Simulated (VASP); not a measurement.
# TaSi2 in VASP: notebook

The runs below take TaSi2 through single point, with PBE.

Program: VASP 6.6.1. These are calculated values, not measurements. Logs are shortened: lines on timing, memory, paths and dates and some standing lists are left out, and cuts for length are marked.

**1. The cell of the first run**

The cell holds an amorphous packing of atoms, 24 atoms: a = 7.240 Å, b = 7.515 Å, c = 7.399 Å, α = 89.60°, β = 91.79°, γ = 91.23°.

**2. Single point, PBE**

Input file INCAR:

```
SYSTEM = TaSi2
  PREC = Accurate
  ENCUT = 520
  EDIFF = 1E-6
  ISMEAR = -1
  SIGMA = 0.1112
  LREAL = Auto
  LASPH = .TRUE.
  NELM = 80
  ALGO = Normal
  ISIF = 2
  LWAVE = .FALSE.
  LCHARG = .FALSE.
  GGA = PE
  ISYM = 0
  NBANDS = 94
```

Input file KPOINTS:

```
Automatic mesh
0
Gamma
  1 1 1
  0.25 0.25 0.25
```

Input file POSCAR:

```
TaSi2
1.0
    7.2389490000     -0.0789630000     -0.1139910000
   -0.0789630000      7.5148510000      0.0255970000
   -0.1139910000      0.0255970000      7.3977730000
Si Ta
16 8
Direct
    0.5255501324      0.6956507691      0.4075140468
    0.5858576850      0.7753033340     -0.0216804349
    0.3653703206      0.9561392100      0.6233167242
    1.0311560714     -0.0136221228      0.5687541639
    0.7499536408      0.3638900807      0.8590792758
    0.8023789533      0.8306709875      0.3077527918
    0.1221733836      0.9655870125      0.1482068368
    0.2374365903      0.2322556936      0.4163290203
    0.2057660630      0.5753068620      0.5126990717
    0.5718859407      0.4257179882      0.1714099293
    0.4971975184      0.0256974483      0.2763492831
    0.1662322526      0.7578057541      0.8395854302
    0.3597844445      0.4618119539      0.8809483865
    0.6658740158      0.1241536917      0.6546437263
    0.1119157291      0.3112523639      0.0622753982
    0.8832607177      0.5009187004      0.3856904985
    0.8375703731      0.1792575645      0.2482783709
    0.7505087119      0.6752083570      0.6647350399
    0.4925901860      0.4098500927      0.5548704881
    1.0390120060      0.3373846428      0.6899318191
    0.4274139938      0.0896698472     -0.0635093738
    0.8723721033      0.6176650734      0.0477448004
    0.8852560187      0.0007112288      0.8829820831
    0.2654258779      0.6068492558      0.1561154473
```

Potentials or basis: VASP PAW PBE potentials, release 64 (Si, Ta_pv).

The run is started by

```
> cat potpaw_PBE.64/Si/POTCAR potpaw_PBE.64/Ta_pv/POTCAR > POTCAR
> mpirun -np 1 vasp_std > vasp.out
```

OUTCAR:

```text
SYSTEM = TaSi2
   PREC = Accurate
   ENCUT = 520
   EDIFF = 1E-6
   ISMEAR = -1
   LREAL = Auto
   LASPH = .TRUE.
   NELM = 80
   ISIF = 2
   GGA = PE
   ISYM = 0

 ion  position               nearest neighbor table
   1  0.526  0.696  0.408-   6 2.36  19 2.41  18 2.47   9 2.61  11 2.67  24 2.68  10 2.72   3 2.83
                            16 3.01
   2  0.586  0.775  0.978-  22 2.45  21 2.66  18 2.76  23 2.83   6 2.88  13 2.92  24 2.96  10 2.98
                            11 3.00
   3  0.365  0.956  0.623-   4 2.46  14 2.50  21 2.55  12 2.62   8 2.73  11 2.81   1 2.83
   4  0.031  0.986  0.569-   3 2.46  23 2.59   8 2.62   6 2.76  20 2.79  12 2.80  14 2.95  17 3.09
                            18 3.16
   5  0.750  0.364  0.859-  14 2.42  20 2.48  22 2.50  10 2.73  18 2.74  19 2.90  23 2.92  13 2.94
                            15 3.01  21 3.14  17 3.24
   6  0.802  0.831  0.308-   1 2.36  22 2.58  16 2.61  17 2.66  11 2.68   4 2.76   7 2.80   2 2.88
                            18 2.91
   7  0.122  0.966  0.148-  23 2.58  15 2.67  17 2.76   6 2.80  12 2.81  11 2.88  21 2.88  24 2.91
                             8 2.92  22 3.23
   8  0.237  0.232  0.416-  19 2.46   4 2.62  20 2.65   9 2.70  11 2.70   3 2.73  15 2.81   7 2.92
                            17 3.13
   9  0.206  0.575  0.513-  19 2.45  20 2.52  16 2.54   1 2.61  24 2.69   8 2.70  12 2.81  13 3.04

  10  0.572  0.426  0.171-  13 2.62  24 2.63   1 2.72   5 2.73  17 2.74  22 2.76  16 2.77  19 2.91
                             2 2.98  11 3.14  21 3.21
  11  0.497  0.026  0.276-  21 2.59   1 2.67   6 2.68   8 2.70  17 2.71   3 2.81   7 2.88   2 3.00
                            14 3.11  10 3.14
  12  0.166  0.758  0.840-   3 2.62  13 2.67  24 2.68  23 2.79   4 2.80   7 2.81   9 2.81  22 2.84
                            21 3.17  18 3.29
  13  0.360  0.462  0.881-  24 2.44  15 2.52  10 2.62  19 2.66  12 2.67  20 2.83  21 2.87   2 2.92
                             5 2.94   9 3.04
  14  0.666  0.124  0.655-   5 2.42  23 2.47   3 2.50  19 2.60  21 2.76   4 2.95  11 3.11  20 3.12
                            17 3.31
  15  0.112  0.311  0.062-  13 2.52  24 2.55  17 2.62   7 2.67  20 2.80   8 2.81  22 2.91   5 3.01
                            21 3.03  23 3.11
  16  0.883  0.501  0.386-   9 2.54   6 2.61  17 2.64  22 2.64  18 2.67  10 2.77  20 2.78   1 3.01
                            19 3.19  24 3.37
  17  0.838  0.179  0.248-  15 2.62  16 2.64   6 2.66  11 2.71  10 2.74   7 2.76  23 3.06   4 3.09
                             8 3.13   5 3.24  14 3.31
  18  0.751  0.675  0.665-   1 2.47  16 2.67   5 2.74   2 2.76  19 2.81   6 2.91  22 2.97  23 3.07
                             4 3.16  12 3.29  20 3.32
  19  0.493  0.410  0.555-   1 2.41   9 2.45   8 2.46  14 2.60  13 2.66  18 2.81   5 2.90  10 2.91
                            16 3.19  20 3.49
  20  0.039  0.337  0.690-   5 2.48   9 2.52   8 2.65  16 2.78   4 2.79  15 2.80  13 2.83  23 3.10
                            14 3.12  18 3.32  19 3.49
  21  0.427  0.090  0.936-   3 2.55  11 2.59   2 2.66  14 2.76  13 2.87   7 2.88  15 3.03   5 3.14
                            12 3.17  10 3.21  23 3.43
  22  0.872  0.618  0.048-   2 2.45   5 2.50   6 2.58  16 2.64  10 2.76  12 2.84  15 2.91  24 2.94
                            18 2.97  23 3.12   7 3.23
  23  0.885  0.001  0.883-  14 2.47   7 2.58   4 2.59  12 2.79   2 2.83   5 2.92  17 3.06  18 3.07
                            20 3.10  15 3.11  22 3.12  21 3.43
  24  0.265  0.607  0.156-  13 2.44  15 2.55  10 2.63  12 2.68   1 2.68   9 2.69   7 2.91  22 2.94
                             2 2.96  16 3.37

IMPORTANT INFORMATION: All symmetrisations will be switched off!
NOSYMM: (Re-)initialisation of all symmetry stuff for point group C_1.

----------------------------------------------------------------------------------------

                                     Primitive cell

  volume of cell :     402.2880

  direct lattice vectors                    reciprocal lattice vectors
     7.238949000 -0.078963000 -0.113991000     0.138190813  0.001444817  0.002124359
    -0.078963000  7.514851000  0.025597000     0.001444817  0.133086512 -0.000438229
    -0.113991000  0.025597000  7.397773000     0.002124359 -0.000438229  0.135210066

  length of vectors
     7.240277048  7.515309436  7.398695460     0.138214692  0.133095075  0.135227463

  position of ions in fractional coordinates (direct lattice)
     0.525550132  0.695650769  0.407514047
     0.585857685  0.775303334  0.978319565
     0.365370321  0.956139210  0.623316724
     0.031156071  0.986377877  0.568754164
     0.749953641  0.363890081  0.859079276
     0.802378953  0.830670987  0.307752792
[... 16 lines left out ...]
     0.885256019  0.000711229  0.882982083
     0.265425878  0.606849256  0.156115447

  ion indices of the primitive-cell ions
   primitive index   ion index
                 1           1
                 2           2
                 3           3
                 4           4
                 5           5
                 6           6
[... 16 lines left out ...]
                23          23
                24          24

----------------------------------------------------------------------------------------

 KPOINTS: Automatic mesh

Automatic generation of k-mesh.
 Grid dimensions read from file:
 generate k-points for:    1    1    1

 Generating k-lattice:

  Cartesian coordinates                     Fractional coordinates (reciprocal lattice)
     0.138190813  0.001444817  0.002124359     1.000000000 -0.000000000  0.000000000
     0.001444817  0.133086512 -0.000438229    -0.000000000  1.000000000 -0.000000000
     0.002124359 -0.000438229  0.135210066     0.000000000 -0.000000000  1.000000000

  Length of vectors
     0.138214692  0.133095075  0.135227463

  Shift w.r.t. Gamma in fractional coordinates (k-lattice)
     0.250000000  0.250000000  0.250000000

 Subroutine IBZKPT returns following result:
 ===========================================

 Found      1 irreducible k-points:

 Following reciprocal coordinates:
            Coordinates               Weight
  0.250000  0.250000  0.250000      2.000000
   k-points           NKPTS =      1   k-points in BZ     NKDIM =      1   number of bands    NBANDS=     94
   number of dos      NEDOS =    301   number of ions     NIONS =     24
   total plane-waves  NPLWV = 169344
   dimension x,y,z NGX =    54 NGY =   56 NGZ =   56
   dimension x,y,z NGXF=   108 NGYF=  112 NGZF=  112
   ions per type =              16   8
   NGX,Y,Z   is equivalent  to a cutoff of  12.40, 12.39, 12.58 a.u.
   NGXF,Y,Z  is equivalent  to a cutoff of  24.80, 24.78, 25.17 a.u.
 SYSTEM =  TaSi2
   PREC   = accura    normal or accurate (medium, high low for compatibility)
   ISTART =      0    job   : 0-new  1-cont  2-samecut
   ICHARG =      2    charge: 1-file 2-atom 10-const
   ISPIN  =      1    spin polarized calculation?
   LNONCOLLINEAR =      F non collinear calculations
   LSORBIT =      F    spin-orbit coupling
   LASPH  =      T    aspherical Exc in radial PAW
   ENCUT  =  520.0 eV  38.22 Ry    6.18 a.u.  13.46 13.97 13.76*2*pi/ulx,y,z
   NELM   =     80;   NELMIN=  2; NELMDL= -5     # of ELM steps
   EDIFF  = 0.1E-05   stopping-criterion for ELM
   LREAL  =      T    real-space projection
   EDIFFG = 0.1E-04   stopping-criterion for IOM
   NSW    =      0    number of steps for IOM
   IBRION =     -1    ionic relax: 0-MD 1-quasi-New 2-CG
   NFREE  =      0    steps in history (QN), initial steepest desc. (CG)
   ISIF   =      2    stress and relaxation
   ISYM   =      0    0-nonsym 1-usesym 2-fastsym
   POTIM  = 0.5000    time-step for ionic-motion
   TEBEG  =    0.0;   TEEND  =   0.0 temperature during run
   PSTRESS=    0.0 pullay stress
   NELECT =     152.0000    total number of electrons
   NUPDOWN=      -1.0000    fix difference up-down
   EMIN   =  10.00;   EMAX   =-10.00  energy-range for DOS
   EFERMI =   0.00;   METHOD = LEGACY
   ISMEAR =    -1;   SIGMA  =   0.11  broadening in eV -4-tet -1-fermi 0-gaus
   EFERMI_NEDOS =   21; number of points for ismear=-14 and -15
   IALGO  =     38    algorithm
   IMIX   =      4    mixing-type and parameters
     AMIX     =   0.40;   BMIX     =  1.00
     AMIX_MAG =   1.60;   BMIX_MAG =  1.00
  volume/ion in A,a.u.               =      16.76       113.12
  Fermi-wavevector in a.u.,A,eV,Ry     =   1.183524  2.236536 19.058070  1.400729
  Thomas-Fermi vector in A             =   2.319756
   LORBIT       =      0    0 simple, 1 ext, 2 COOP (PROOUT), +10 PAW based schemes
   GGA     = PE    functional components
   LHFCALC =     F    Hartree Fock is set to
   AEXX    =    0.0000 exact exchange contribution
   IVDW    =     0    specifies the selected vdW correction
   LEPSILON=     F    determine dielectric tensor
   LRPA    =     F    only Hartree local field effects (RPA)
 non-spin polarized calculation
  energy-cutoff  :      520.00
  volume of cell :      402.29
 maximum number of plane-waves:     10841
 NGX is ok and might be reduce to    54
   NGX = 27   NGY = 27   NGZ = 27

 number of electron     152.0000001 magnetization

 Free energy of the ion-electron system (eV)
  ---------------------------------------------------
  ext. energy  EPLUGINS =         0.00000000
  ---------------------------------------------------
  free energy    TOTEN  =      -177.09691342 eV

  energy without entropy =     -176.66917851  energy(sigma->0) =     -176.88304597

 E-fermi :   7.6424     XC(G=0): -11.3399

 val. band max:        7.5344708363   @ k =   0.2500   0.2500   0.2500
 cond. band min:       7.7009692938   @ k =   0.2500   0.2500   0.2500
 fundamental gap:      0.1664984574
 Fermi energy:         7.6424343175

 k-point     1 :       0.2500    0.2500    0.2500
  band No.  band energies     occupation
      1     -27.2332      2.00000
      2     -27.1499      2.00000
      3     -27.1399      2.00000
      4     -27.1207      2.00000
      5     -27.1065      2.00000
      6     -27.0990      2.00000
[... 80 lines left out ...]
     87       9.0916      0.00000
     88       9.3030      0.00000
 [bands above 88 left out]

------------------------ aborting loop because EDIFF is reached ----------------------------------------

  FORCE on cell =-STRESS in cart. coord.  units (eV):
  Direction    XX          YY          ZZ          XY          YZ          ZX
  --------------------------------------------------------------------------------------
  -------------------------------------------------------------------------------------
  Total       -6.1303111    -10.2351888     -7.8213333     -3.0582022      0.2985245      1.6857162
  in kB      -24.4149597    -40.7633019    -31.1497302    -12.1797871      1.1889225      6.7136387
  external PRESSURE =     -32.1093306 kB  Pullay stress =       0.0000000 kB

 VOLUME and BASIS-vectors are now :
 -----------------------------------------------------------------------------
  energy-cutoff  :      520.00
  volume of cell :      402.29
      direct lattice vectors                 reciprocal lattice vectors
     7.238949000 -0.078963000 -0.113991000     0.138190813  0.001444817  0.002124359
    -0.078963000  7.514851000  0.025597000     0.001444817  0.133086512 -0.000438229
    -0.113991000  0.025597000  7.397773000     0.002124359 -0.000438229  0.135210066

 POSITION                                       TOTAL-FORCE (eV/Angst)
 -----------------------------------------------------------------------------------
      3.70305      5.19664      2.97260        -1.114194      2.916800     -0.894149
      4.06825      5.80507      7.19045        -1.267268      1.274308      0.497848
      2.49834      7.17235      4.59398        -0.454038     -1.083481     -0.999511
      0.08282      7.42458      4.22921        -0.615891     -0.179642     -0.536828
      5.30221      2.69735      6.27910        -1.557847     -0.899413      0.643873
      5.70771      6.18689      2.20648         0.071609      0.367947      0.648006
[... 16 lines left out ...]
      6.30761     -0.04196      6.43121        -0.066387      0.836782      0.970334
      1.85569      4.54342      1.14018         0.402993      1.862396      1.061843
 -----------------------------------------------------------------------------------
    total drift:                                0.001204     -0.005349     -0.004006

  FREE ENERGIE OF THE ION-ELECTRON SYSTEM (eV)
  ---------------------------------------------------
  free  energy   TOTEN  =      -177.0969134226 eV

  energy  without entropy=     -176.6691785118  energy(sigma->0) =     -176.88304597
```

It took 85 s on 1 thread of Intel Xeon Platinum 8488C (Sapphire Rapids), shared host; peak memory 0.39 GiB.

Results:

```yaml
Free_energy: -177.0969 eV
Pressure: -3.2 GPa
Largest_force: 3.248 eV/Å
Band_gap_on_the_k_mesh: 0.17 eV
```

Forces on the atoms (eV/Å):
```
Si  -1.114  2.917 -0.894
Si  -1.267  1.274  0.498
Si  -0.454 -1.083 -1.000
Si  -0.616 -0.180 -0.537
Si  -1.558 -0.899  0.644
Si   0.072  0.368  0.648
Si   1.036 -0.707  0.752
Si  -1.752 -0.967 -1.489
Si  -1.172  1.795  0.268
Si   0.502 -0.473  0.094
Si   0.137 -0.404  0.294
Si  -0.820  0.675 -0.285
Si   0.568 -0.896 -1.557
Si   0.205 -0.293 -1.392
Si  -0.248 -0.460 -0.255
Si   0.182  0.286  0.225
Ta  -0.178  0.555  0.768
Ta   1.026  0.202  0.547
Ta   1.532 -2.114  0.973
Ta   0.053 -1.184 -0.951
Ta   0.378 -0.448  0.210
Ta   3.151 -0.663  0.407
Ta  -0.066  0.837  0.970
Ta   0.403  1.862  1.062
```

Caveat: the k points lie up to 0.87 Å⁻¹ apart; spin-orbit coupling is left out, which moves the levels of the heavy elements.

**3. Single point, PBE**

Input file INCAR:

```
SYSTEM = TaSi2
ALGO = Normal
EDIFF = 1E-6
ENCUT = 520
GGA = PE
ISIF = 2
ISMEAR = -1
ISYM = 0
LASPH = .TRUE.
LCHARG = .FALSE.
LREAL = Auto
LWAVE = .FALSE.
NBANDS = 94
NELM = 80
PREC = Accurate
SIGMA = 0.05
```

KPOINTS is that of step 2.

Input file POSCAR:

```
TaSi2
1.0
    7.2389490000     -0.0789630000     -0.1139910000
   -0.0789630000      7.5148510000      0.0255970000
   -0.1139910000      0.0255970000      7.3977730000
Si Ta
16 8
Direct
    0.4863312263      0.7396584860      0.4542664859
    0.5874641880      0.7796706600      0.9826579432
    0.3354302233      0.9674081456      0.6126696886
   -0.0201093135      0.9615357830      0.5565874065
    0.7260007660      0.3314907451      0.8756745286
    0.7555395002      0.8211042325      0.2949448298
    0.1082189656      0.9117185462      0.1791329267
    0.1894694790      0.2183335063      0.3645079584
    0.1574521773      0.6551205053      0.5559210875
    0.5867653902      0.4095778440      0.1656555303
    0.4823548306      0.0368350574      0.2815258379
    0.1662877247      0.7730800078      0.8545730959
    0.3753032189      0.4810326317      0.8475413070
    0.6900371150      0.1338948326      0.6088089909
    0.1134985100      0.2800059111      0.0471337114
    0.8740673996      0.5170846169      0.3892305160
    0.8357294262      0.1769642033      0.2792156343
    0.7590983746      0.6579224270      0.6713941537
    0.4854749373      0.3894661883      0.5202243442
    0.0281544016      0.3144675564      0.6624731419
    0.4237986885      0.0783848260      0.9368335335
    0.9022333128      0.6019916319      0.0522573885
    0.8891871969      0.0012642796      0.9018250460
    0.2830599346      0.6042312756      0.1615523722
```

Potentials or basis: VASP PAW PBE potentials, release 64 (Si, Ta_pv).

The run is started by

```
> cat potpaw_PBE.64/Si/POTCAR potpaw_PBE.64/Ta_pv/POTCAR > POTCAR
> mpirun -np 1 vasp_std > vasp.out
```

Wall time 1.7 min (1 thread of Intel Xeon Platinum 8488C (Sapphire Rapids), shared host); peak memory 0.39 GiB.

It converged, with:

```yaml
Free_energy: -180.5226 eV
Pressure: -8.6 GPa
Largest_force: 1.211 eV/Å
Band_gap_on_the_k_mesh: 0.46 eV
```

Forces on the atoms (eV/Å):
```
Si  -0.143 -0.217 -0.245
Si  -0.174 -0.151 -0.123
Si  -0.091  0.558 -0.246
Si  -0.236  0.117  0.171
Si  -0.042 -0.348 -0.286
Si   0.618  0.347  0.132
Si   0.123  0.111 -0.120
Si   0.859  0.012  0.411
Si   0.188 -0.595 -0.420
Si  -0.296  0.071  0.172
Si  -0.249  0.353  0.276
Si  -0.119  0.576  0.687
Si   0.025 -0.462 -0.247
Si  -0.077 -0.834  0.460
Si  -0.222  0.415 -0.461
Si   0.152 -1.034 -0.318
Ta   0.148  0.164  0.116
Ta  -0.271  0.130  0.345
Ta  -0.874  0.650  0.529
Ta   0.013 -0.078 -0.026
Ta   0.118  0.733 -0.569
Ta   0.136 -0.480  0.154
Ta  -0.102  0.134 -0.501
Ta   0.517 -0.171  0.107
```

Stress tensor (GPa, compression positive):
```
-10.31  -2.17   0.27
 -2.17  -9.03   0.86
  0.27   0.86  -6.38
```

Levels at points of the mesh, in eV from the valence-band top:
| k point | band 74 | band 75 | band 76 | band 77 | band 78 | band 79 |
| --- | --- | --- | --- | --- | --- | --- |
| (0.25, 0.25, 0.25) | -0.20 | -0.06 | 0.00 | 0.46 | 0.64 | 0.72 |

Caveat: the k points lie up to 0.87 Å⁻¹ apart; spin-orbit coupling is left out, which moves the levels of the heavy elements.

(Continued in part 2 of 2.)
